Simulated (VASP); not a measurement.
Wanted: the native input for a VASP 6.6.1 run.

- Task: single point
- Functional: PBEsol
- Potentials or basis: VASP PAW PBE potentials, release 64 (Hg, Te)
- Cutoff: 520 eV
- k mesh: 10 × 10 × 10
- Occupations: gaussian, width 0.15 eV
- Spin: no spin polarisation
- Dipole correction: no
- Further INCAR settings: ALGO = Normal; EDIFF = 1e-06; NBANDS = 46

The structure of HgTe lies in POSCAR:

```
HgTe
1.0
    6.0063005223      0.0000000000      0.0000000000
    0.0000000000     -6.0063005223      0.0000000000
    0.0000000000      0.0000000000     -6.0063005223
Hg Te
4 4
Direct
    0.0000000000      1.0000000000      1.0000000000
    0.5000000000      0.5000000000      1.0000000000
    0.5000000000      1.0000000000      0.5000000000
    0.0000000000      0.5000000000      0.5000000000
    0.5000000000      0.0000000000      0.0000000000
    0.0000000000      0.5000000000      0.0000000000
    0.0000000000      0.0000000000      0.5000000000
    0.5000000000      0.5000000000      0.5000000000
```

These files were run (other wordings do the same):

INCAR

```
SYSTEM = HgTe
PREC     = Accurate       ! precision mode
ENCUT    = 520            ! plane-wave cutoff, eV
EDIFF    = 1E-6           ! SCF threshold, eV
ISMEAR   = 0              ! smearing method
SIGMA    = 0.15           ! smearing width, eV
LREAL    = .FALSE.        ! projectors in reciprocal space
LASPH    = .TRUE.         ! aspherical terms in the spheres
NELM     = 60             ! most SCF steps
ALGO     = Normal         ! electronic algorithm
ISIF     = 2              ! what is computed and relaxed
LWAVE    = .FALSE.        ! write WAVECAR
LCHARG   = .FALSE.        ! write CHGCAR
GGA      = PS             ! functional
NBANDS   = 46             ! bands
```

KPOINTS

```
regular mesh
0
G
  10 10 10
  0 0 0
```

Potentials or basis: VASP PAW PBE potentials, release 64 (Hg, Te).

Command:

```console
$ cat potpaw_PBE.64/Hg/POTCAR potpaw_PBE.64/Te/POTCAR > POTCAR
$ mpirun -np 1 vasp_std > vasp.out
```

It gave:

The pressure is 0.1 GPa and the band gap on the k mesh is zero (bands 36 and 37 overlap by 1.92 eV).

Caveat: the PAW data sets were made with another functional, which shifts forces and pressure a little; spin-orbit coupling is left out, which moves the levels of the heavy elements.

It took 12 min on 1 thread of Intel Xeon 8259CL (shared host), peak memory 0.61 GiB.
